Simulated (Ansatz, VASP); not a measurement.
# Si: VASP beside Ansatz

```
CELL_PARAMETERS angstrom
0.00000 1.89065 1.89065
1.89065 0.00000 1.89065
1.89065 1.89065 0.00000
ATOMIC_POSITIONS crystal
Si 0.00000 0.00000 0.00000
```

Alike in both runs: task relaxation of cell and atoms; functional PBEsol; k mesh 24 × 24 × 24; occupations gaussian, width 0.1 eV; no spin polarisation.

```csv
,VASP,Ansatz
version,VASP 6.6.1,Ansatz 0.2.0
potentials or method,"VASP PAW PBE potentials, release 64 (Si), cutoff 600 eV","scalar-relativistic, plane waves, PAW"
valence electrons in the cell,4,4
```

|  | VASP | Ansatz | Ansatz less VASP |
| --- | --- | --- | --- |
| gap on the k mesh at the Fermi level, each at its own relaxed structure (eV) | none | none | - |
| relaxed volume (Å³/atom) | 14.08 | 14.06 | -0.025 |
| relaxed cell length with the largest relative difference (Å) | 2.711 | 2.709 | -0.0016 |

VASP's potentials were made for PBE, not for PBEsol. A gap of «none» marks a metal or a gap that the smearing closes.
